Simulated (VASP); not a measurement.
# Al2Cl2F (P4mm) in VASP: a series of runs

The runs below take Al2Cl2F through single point, relaxation of cell and atoms, with PBE.

Program: VASP 6.6.1. These are calculated values, not measurements. Logs are shortened: lines on timing, memory, paths and dates and some standing lists are left out, and cuts for length are marked.

## (1) The cell of the first run

The structure is tetragonal, space group P4mm (No. 99). Conventional cell: a = 5.185 Å, b = 5.185 Å, c = 3.821 Å, α = 90.00°, β = 90.00°, γ = 90.00°. Al (site symmetry 2mm) has 2 Cl at 1.63 to 2.19 Å within 2.2 Å. Within 2.2 Å of Cl (site symmetry 2mm) lie 2 Al at 1.63 to 2.19 Å. Within 3.4 Å of F (site symmetry 4mm) lie 4 Al at 2.60 Å and 4 Cl at 2.99 Å.

## (2) Single point, PBE

Contents of INCAR:

```
  ALGO = Normal
  EDIFF = 1E-7
  ENCUT = 520
  GGA = PE
  ISIF = 2
  ISMEAR = 0
  LASPH = T
  LCHARG = F
  LREAL = F
  LWAVE = F
  NBANDS = 22
  NELM = 80
  PREC = Accurate
  SIGMA = 0.1
```

Contents of KPOINTS:

```
k-points
0
Gamma
  4 4 4
```

Contents of POSCAR:

```
Al2Cl2F
1.0
    5.1849890700      0.0000000000      0.0000000000
    0.0000000000      5.1849890700      0.0000000000
    0.0000000000      0.0000000000      3.8210015800
Al Cl F
2 2 1
Direct
    0.0000000000      0.5000000000      0.7125503600
    0.5000000000      0.0000000000      0.7125503600
    0.0000000000      0.5000000000      0.1385374800
    0.5000000000      0.0000000000      0.1385374800
    0.0000000000      0.0000000000      0.7490375400
```

Potentials or basis: VASP PAW PBE potentials, release 64 (Al, Cl, F).

Launch:

```sh
$ cat potpaw_PBE.64/Al/POTCAR potpaw_PBE.64/Cl/POTCAR potpaw_PBE.64/F/POTCAR > POTCAR
$ mpirun -np 1 vasp_std > vasp.out
```

OUTCAR:

```text
EDIFF = 1E-7
   ENCUT = 520
   GGA = PE
   ISIF = 2
   ISMEAR = 0
   LASPH = T
   LREAL = F
   NELM = 80
   PREC = Accurate

 ion  position               nearest neighbor table
   1  0.000  0.500  0.713-   3 1.63   3 2.19   5 2.60   5 2.60
   2  0.500  0.000  0.713-   4 1.63   4 2.19   5 2.60   5 2.60
   3  0.000  0.500  0.139-   1 1.63   1 2.19
   4  0.500  0.000  0.139-   2 1.63   2 2.19
   5  0.000  0.000  0.749-   1 2.60   2 2.60   1 2.60   2 2.60

  LATTYP: Found a simple tetragonal cell.
 ALAT       =     5.1849890700
 C/A-ratio  =     0.7369353201

  Lattice vectors:

 A1 = (   5.1849890700,   0.0000000000,   0.0000000000)
 A2 = (   0.0000000000,   5.1849890700,   0.0000000000)
 A3 = (   0.0000000000,   0.0000000000,   3.8210015800)

Analysis of symmetry for initial positions (statically):
=====================================================================
 Subroutine PRICEL returns:
 Original cell was already a primitive cell.

 Routine SETGRP: Setting up the symmetry group for a
 simple tetragonal supercell.

 Subroutine GETGRP returns: Found  8 space group operations
 (whereof  8 operations were pure point group operations)
 out of a pool of 16 trial point group operations.

The static configuration has the point symmetry C_4v.

Analysis of symmetry for dynamics (positions and initial velocities):
=====================================================================
 Subroutine PRICEL returns:
 Original cell was already a primitive cell.

 Routine SETGRP: Setting up the symmetry group for a
 simple tetragonal supercell.

 Subroutine GETGRP returns: Found  8 space group operations
 (whereof  8 operations were pure point group operations)
 out of a pool of 16 trial point group operations.

The dynamic configuration has the point symmetry C_4v.

 Subroutine INISYM returns: Found  8 space group operations
 (whereof  8 operations are pure point group operations),
 and found     1 'primitive' translations

----------------------------------------------------------------------------------------

                                     Primitive cell

  volume of cell :     102.7242

  direct lattice vectors                    reciprocal lattice vectors
     5.184989070  0.000000000  0.000000000     0.192864437  0.000000000  0.000000000
     0.000000000  5.184989070  0.000000000     0.000000000  0.192864437  0.000000000
     0.000000000  0.000000000  3.821001580     0.000000000  0.000000000  0.261711486

  length of vectors
     5.184989070  5.184989070  3.821001580     0.192864437  0.192864437  0.261711486

  position of ions in fractional coordinates (direct lattice)
     0.000000000  0.500000000  0.712550360
     0.500000000  0.000000000  0.712550360
     0.000000000  0.500000000  0.138537480
     0.500000000  0.000000000  0.138537480
     0.000000000  0.000000000  0.749037540

  ion indices of the primitive-cell ions
   primitive index   ion index
                 1           1
                 2           2
                 3           3
                 4           4
                 5           5

----------------------------------------------------------------------------------------

 KPOINTS: k-points

Automatic generation of k-mesh.
 Grid dimensions read from file:
 generate k-points for:    4    4    4

 Generating k-lattice:

  Cartesian coordinates                     Fractional coordinates (reciprocal lattice)
     0.048216109  0.000000000  0.000000000     0.250000000  0.000000000  0.000000000
     0.000000000  0.048216109  0.000000000     0.000000000  0.250000000  0.000000000
     0.000000000  0.000000000  0.065427871     0.000000000  0.000000000  0.250000000

  Length of vectors
     0.048216109  0.048216109  0.065427871

  Shift w.r.t. Gamma in fractional coordinates (k-lattice)
     0.000000000  0.000000000  0.000000000

 Subroutine IBZKPT returns following result:
 ===========================================

 Found     18 irreducible k-points:

 Following reciprocal coordinates:
            Coordinates               Weight
  0.000000  0.000000  0.000000      1.000000
  0.250000  0.000000  0.000000      4.000000
  0.500000  0.000000  0.000000      2.000000
  0.250000  0.250000  0.000000      4.000000
  0.500000  0.250000  0.000000      4.000000
  0.500000  0.500000  0.000000      1.000000
[... 10 lines left out ...]
  0.500000  0.250000  0.500000      4.000000
  0.500000  0.500000  0.500000      1.000000
   k-points           NKPTS =     18   k-points in BZ     NKDIM =     18   number of bands    NBANDS=     22
   number of dos      NEDOS =    301   number of ions     NIONS =      5
   total plane-waves  NPLWV =  44800
   dimension x,y,z NGX =    40 NGY =   40 NGZ =   28
   dimension x,y,z NGXF=    80 NGYF=   80 NGZF=   56
   ions per type =               2   2   1
   NGX,Y,Z   is equivalent  to a cutoff of  12.83, 12.83, 12.18 a.u.
   NGXF,Y,Z  is equivalent  to a cutoff of  25.65, 25.65, 24.36 a.u.
 SYSTEM =  unknown system
   PREC   = accura    normal or accurate (medium, high low for compatibility)
   ISTART =      0    job   : 0-new  1-cont  2-samecut
   ICHARG =      2    charge: 1-file 2-atom 10-const
   ISPIN  =      1    spin polarized calculation?
   LNONCOLLINEAR =      F non collinear calculations
   LSORBIT =      F    spin-orbit coupling
   LASPH  =      T    aspherical Exc in radial PAW
   ENCUT  =  520.0 eV  38.22 Ry    6.18 a.u.   9.64  9.64  7.10*2*pi/ulx,y,z
   NELM   =     80;   NELMIN=  2; NELMDL= -5     # of ELM steps
   EDIFF  = 0.1E-06   stopping-criterion for ELM
   LREAL  =      F    real-space projection
   EDIFFG = 0.1E-05   stopping-criterion for IOM
   NSW    =      0    number of steps for IOM
   IBRION =     -1    ionic relax: 0-MD 1-quasi-New 2-CG
   NFREE  =      0    steps in history (QN), initial steepest desc. (CG)
   ISIF   =      2    stress and relaxation
   ISYM   =      2    0-nonsym 1-usesym 2-fastsym
   POTIM  = 0.5000    time-step for ionic-motion
   TEBEG  =    0.0;   TEEND  =   0.0 temperature during run
   PSTRESS=    0.0 pullay stress
   NELECT =      27.0000    total number of electrons
   NUPDOWN=      -1.0000    fix difference up-down
   EMIN   =  10.00;   EMAX   =-10.00  energy-range for DOS
   EFERMI =   0.00;   METHOD = LEGACY
   ISMEAR =     0;   SIGMA  =   0.10  broadening in eV -4-tet -1-fermi 0-gaus
   EFERMI_NEDOS =   21; number of points for ismear=-14 and -15
   IALGO  =     38    algorithm
   IMIX   =      4    mixing-type and parameters
     AMIX     =   0.40;   BMIX     =  1.00
     AMIX_MAG =   1.60;   BMIX_MAG =  1.00
  volume/ion in A,a.u.               =      20.54       138.64
  Fermi-wavevector in a.u.,A,eV,Ry     =   1.048669  1.981697 14.962419  1.099707
  Thomas-Fermi vector in A             =   2.183600
   LORBIT       =      0    0 simple, 1 ext, 2 COOP (PROOUT), +10 PAW based schemes
   GGA     = PE    functional components
   LHFCALC =     F    Hartree Fock is set to
   AEXX    =    0.0000 exact exchange contribution
   IVDW    =     0    specifies the selected vdW correction
   LEPSILON=     F    determine dielectric tensor
   LRPA    =     F    only Hartree local field effects (RPA)
 non-spin polarized calculation
 Gauss-broadening in eV      SIGMA  =   0.10
  energy-cutoff  :      520.00
  volume of cell :      102.72
 maximum number of plane-waves:      2796
 NGX is ok and might be reduce to    40
   NGX = 19   NGY = 19   NGZ = 15

 number of electron      27.0000006 magnetization

 Free energy of the ion-electron system (eV)
  ---------------------------------------------------
  ext. energy  EPLUGINS =         0.00000000
  ---------------------------------------------------
  free energy    TOTEN  =        -6.31606905 eV

  energy without entropy =       -6.30673163  energy(sigma->0) =       -6.31140034

 E-fermi :   4.8146     XC(G=0):  -8.5951

 val. band max:        4.7659065860   @ k =   0.5000   0.2500   0.5000
 cond. band min:       4.8761396479   @ k =   0.2500   0.2500   0.5000
 fundamental gap:      0.1102330618
 Fermi energy:         4.8145749731

 k-point     1 :       0.0000    0.0000    0.0000
  band No.  band energies     occupation
      1     -18.6730      2.00000
      2     -15.3127      2.00000
      3     -15.0802      2.00000
      4      -4.5348      2.00000
      5      -4.2622      2.00000
      6      -3.4485      2.00000
[... 14 lines left out ...]
     21       9.6098      0.00000
     22      11.4581      0.00000

 k-point     2 :       0.2500    0.0000    0.0000
  band No.  band energies     occupation
      1     -18.6661      2.00000
      2     -15.2869      2.00000
      3     -15.1218      2.00000
      4      -4.4943      2.00000
      5      -4.3008      2.00000
      6      -3.3041      2.00000
[... 14 lines left out ...]
     21       9.8455      0.00000
     22      10.9328      0.00000

 k-point     3 :       0.5000    0.0000    0.0000
  band No.  band energies     occupation
      1     -18.6595      2.00000
      2     -15.2292      2.00000
      3     -15.1954      2.00000
      4      -4.3987      2.00000
      5      -4.3944      2.00000
      6      -3.0490      2.00000
[... 14 lines left out ...]
     21      10.3286      0.00000
     22      10.5703      0.00000
[... 326 lines left out ...]
 k-point    17 :       0.5000    0.2500    0.5000
  band No.  band energies     occupation
      1     -18.6333      2.00000
      2     -14.9166      2.00000
      3     -14.9117      2.00000
      4      -6.0576      2.00000
      5      -5.9923      2.00000
      6      -2.9228      2.00000
[... 14 lines left out ...]
     21      11.6509      0.00000
     22      12.3718      0.00000

 k-point    18 :       0.5000    0.5000    0.5000
  band No.  band energies     occupation
      1     -18.6301      2.00000
      2     -14.9146      2.00000
      3     -14.9146      2.00000
      4      -6.0447      2.00000
      5      -6.0447      2.00000
      6      -3.0992      2.00000
[... 14 lines left out ...]
     21      11.8315      0.00000
     22      12.3358      0.00000

------------------------ aborting loop because EDIFF is reached ----------------------------------------

  FORCE on cell =-STRESS in cart. coord.  units (eV):
  Direction    XX          YY          ZZ          XY          YZ          ZX
  --------------------------------------------------------------------------------------
  -------------------------------------------------------------------------------------
  Total       -4.2394282     -4.2394282     92.4336659      0.0000000     -0.0000000      0.0000000
  in kB      -66.1218445    -66.1218445   1441.6766082      0.0000000     -0.0000000      0.0000000
  external PRESSURE =     436.4776397 kB  Pullay stress =       0.0000000 kB

 VOLUME and BASIS-vectors are now :
 -----------------------------------------------------------------------------
  energy-cutoff  :      520.00
  volume of cell :      102.72
      direct lattice vectors                 reciprocal lattice vectors
     5.184989070  0.000000000  0.000000000     0.192864437  0.000000000  0.000000000
     0.000000000  5.184989070  0.000000000     0.000000000  0.192864437  0.000000000
     0.000000000  0.000000000  3.821001580     0.000000000  0.000000000  0.261711486

 POSITION                                       TOTAL-FORCE (eV/Angst)
 -----------------------------------------------------------------------------------
      0.00000      2.59249      2.72266         0.000000     -0.000000    -20.757852
      2.59249      0.00000      2.72266        -0.000000     -0.000000    -20.757852
      0.00000      2.59249      0.52935         0.000000      0.000000     21.069650
      2.59249      0.00000      0.52935         0.000000     -0.000000     21.069650
      0.00000      0.00000      2.86207         0.000000     -0.000000     -0.623596
 -----------------------------------------------------------------------------------
    total drift:                                0.000000     -0.000000      0.001266

  FREE ENERGIE OF THE ION-ELECTRON SYSTEM (eV)
  ---------------------------------------------------
  free  energy   TOTEN  =        -6.3160690534 eV

  energy  without entropy=       -6.3067316272  energy(sigma->0) =       -6.31140034
```

It took 22 s on 1 thread of AMD EPYC 9R45 (Zen 5), shared host; peak memory 0.18 GiB.

Results:

```yaml
Free_energy: -6.3161 eV
Pressure: 43.6 GPa
Largest_force: 21.070 eV/Å
```

Forces in eV/Å, atoms in the order of the input:
```
Al    0.000   0.000 -20.758
Al    0.000   0.000 -20.758
Cl    0.000   0.000  21.070
Cl    0.000   0.000  21.070
F     0.000   0.000  -0.624
```

Caveat: the k points lie up to 0.41 Å⁻¹ apart; an odd number of electrons without spin polarisation forces a metal; a magnetic or distorted state may lie lower.

## (3) Relaxation of cell and atoms, PBE

Contents of INCAR:

```
ALGO = Normal ; EDIFF = 1E-6
EDIFFG = -0.04 ; ENCUT = 600
GGA = PE ; IBRION = 2
ISIF = 3 ; ISMEAR = 0
LASPH = True ; LCHARG = False
LREAL = False ; LWAVE = False
NELM = 100 ; NSW = 90
PREC = Accurate ; SIGMA = 0.1
```

KPOINTS is that of step 2.

POSCAR is that of step 2.

Potentials or basis: VASP PAW PBE potentials, release 64 (Al, Cl, F).

Launch:

```sh
$ cat potpaw_PBE.64/Al/POTCAR potpaw_PBE.64/Cl/POTCAR potpaw_PBE.64/F/POTCAR > POTCAR
$ mpirun -np 1 vasp_std > vasp.out
```

It took 8.7 min on 1 thread of AMD EPYC 9R45 (Zen 5), shared host; peak memory 0.22 GiB.

It converged, with:

| Item | Value |
| --- | --- |
| Free energy | -17.6323 eV |
| Relaxed volume | 19.86 Å³/atom |
| Relaxed cell | a = 4.580 Å, b = 4.580 Å, c = 4.734 Å, α = 90.00°, β = 90.00°, γ = 90.00° |
| Space group after relaxing (to 0.05 Å) | P4/mmm (No. 123) |
| Energy gained by relaxing | 2262.7 meV/atom |
| Ionic steps | 46 |
| Pressure after relaxing | 0.0 GPa |
| Largest force after relaxing | 0.021 eV/Å |

Forces on the atoms (eV/Å):
```
Al   0.000  0.000  0.021
Al   0.000  0.000  0.021
Cl   0.000  0.000 -0.021
Cl   0.000  0.000 -0.021
F    0.000  0.000  0.002
```

The path:
```csv
step,energy change (eV),largest force (eV/Å),pressure (GPa),volume (Å³)
1,0.0000,21.0688,43.66,102.72
3,43.6235,115.0167,148.00,104.15
5,40.9942,109.4221,144.34,103.03
7,40.4687,108.2897,143.57,102.79
9,40.3523,108.0382,143.40,102.74
11,40.3259,107.9807,143.36,102.73
13,40.3199,107.9674,143.35,102.73
15,40.3185,107.9646,143.35,102.72
17,40.3182,107.9640,143.35,102.72
19,40.3182,107.9639,143.35,102.72
21,-9.1130,3.6175,7.43,115.55
23,-10.2677,0.6137,0.50,119.96
25,-10.4032,1.0267,-1.27,125.04
27,-10.4560,0.8448,-1.55,124.08
29,-10.7177,0.6312,-3.49,122.40
31,-10.9429,0.6246,-4.86,115.87
33,-10.7732,0.3155,7.78,84.41
35,-11.2151,0.5156,-1.03,99.36
37,-11.2694,0.4617,0.50,98.39
39,-11.2960,0.2902,-0.24,99.98
41,-11.3035,0.1368,-0.77,101.43
43,-11.3128,0.0307,0.07,99.37
45,-11.3129,0.0180,-0.13,99.29
46,-11.3134,0.0215,0.00,99.28
```

Final structure:
```
CELL_PARAMETERS angstrom
4.57965 0.00000 0.00000
0.00000 4.57965 0.00000
0.00000 0.00000 4.73355
ATOMIC_POSITIONS crystal
Al 0.00000 0.50000 0.68942
Al 0.50000 0.00000 0.68942
Cl 0.00000 0.50000 0.19110
Cl 0.50000 0.00000 0.19110
F 0.00000 0.00000 0.69016
```

Levels at points of the mesh, in eV from the Fermi level:
```tsv
k point	band 11	band 12	band 13	band 14	band 15	band 16
(0.00, 0.00, 0.00)	-4.52	-2.58	-2.58	-0.32	2.77	2.77
(0.50, 0.00, 0.00)	-3.98	-3.62	-2.52	-1.82	2.51	3.51
(0.50, 0.50, 0.00)	-2.31	-2.30	-1.03	-1.03	-0.53	2.47
(0.00, 0.00, 0.50)	-2.57	-2.57	-1.02	1.43	1.43	3.03
(0.50, 0.00, 0.50)	-3.79	-3.61	-0.80	0.25	1.29	3.74
(0.50, 0.50, 0.50)	-2.27	-2.25	-2.16	0.80	1.67	1.67
```

Caveat: the k points lie up to 0.34 Å⁻¹ apart in the final cell; an odd number of electrons without spin polarisation forces a metal; a magnetic or distorted state may lie lower.
